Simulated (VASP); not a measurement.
A run of VASP 6.6.1:

The input INCAR:

```
  ALGO = Normal
  EDIFF = 1E-6
  ENCUT = 520
  GGA = PE
  ISIF = 2
  ISMEAR = -1
  LASPH = True
  LCHARG = True
  LELF = True
  LREAL = False
  LVHAR = True
  LWAVE = False
  NBANDS = 11
  NELM = 80
  PREC = Accurate
  SIGMA = 0.03
```

KPOINTS

```
k-points
0
Gamma
  7 7 7
```

POSCAR

```
BAs
1.0
    0.0000000000      2.3885000000      2.3885000000
    2.3885000000      0.0000000000      2.3885000000
    2.3885000000      2.3885000000      0.0000000000
As B
1 1
Direct
    0.7500000000      0.7500000000      0.7500000000
    0.0000000000      0.0000000000      0.0000000000
```

Potentials or basis: VASP PAW PBE potentials, release 64 (As, B).

Command:

```sh
$ cat potpaw_PBE.64/As/POTCAR potpaw_PBE.64/B/POTCAR > POTCAR
$ mpirun -np 1 vasp_std > vasp.out
```

Hardware: 1 thread of Intel Xeon 8259CL, on a shared host.

Q: How long does it take, and how much memory?

A: Wall time 12 s on 1 thread of Intel Xeon 8259CL, on a shared host, peak memory 0.15 GiB. Counts: scf iterations 12, k points 20.
